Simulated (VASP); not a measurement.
Here is a VASP 6.6.1 calculation.

The input INCAR:

```
  PREC = Accurate
  ENCUT = 520
  EDIFF = 1E-6
  ISMEAR = 0
  SIGMA = 0.1
  LREAL = F
  LASPH = T
  NELM = 80
  ALGO = Normal
  ISIF = 2
  LWAVE = F
  LCHARG = F
  GGA = PE
  NBANDS = 27
```

Contents of KPOINTS:

```
regular mesh
0
Gamma
  4 4 4
```

The input POSCAR:

```
TiSi6
1.0
    5.6894878677      0.0000000000      0.0000000000
    0.0000000000      5.6894878677      0.0000000000
    0.0000000000      0.0000000000      5.6894878677
Ti Si
1 6
Direct
    0.0000000000      0.0000000000      0.0000000000
    0.1982591085      0.5000000000      0.5000000000
    0.5000000000      0.1982591085      0.5000000000
    0.8017408915      0.5000000000      0.5000000000
    0.5000000000      0.8017408915      0.5000000000
    0.5000000000      0.5000000000      0.1982591085
    0.5000000000      0.5000000000      0.8017408915
```

Potentials or basis: VASP PAW PBE potentials, release 64 (Ti_sv, Si).

Command:

```console
$ cat potpaw_PBE.64/Ti_sv/POTCAR potpaw_PBE.64/Si/POTCAR > POTCAR
$ mpirun -np 1 vasp_std > vasp.out
```

**Question.** Predict the largest force.

**Answer.** 0.007 eV/Å.

**Question.** What does it give for the pressure?

**Answer.** 0.3 GPa.

Forces in eV/Å, atoms in the order of the input:
```
Ti   0.000  0.000  0.000
Si  -0.007  0.000  0.000
Si   0.000 -0.007  0.000
Si   0.007  0.000  0.000
Si   0.000  0.007  0.000
Si   0.000  0.000 -0.007
Si   0.000  0.000  0.007
```
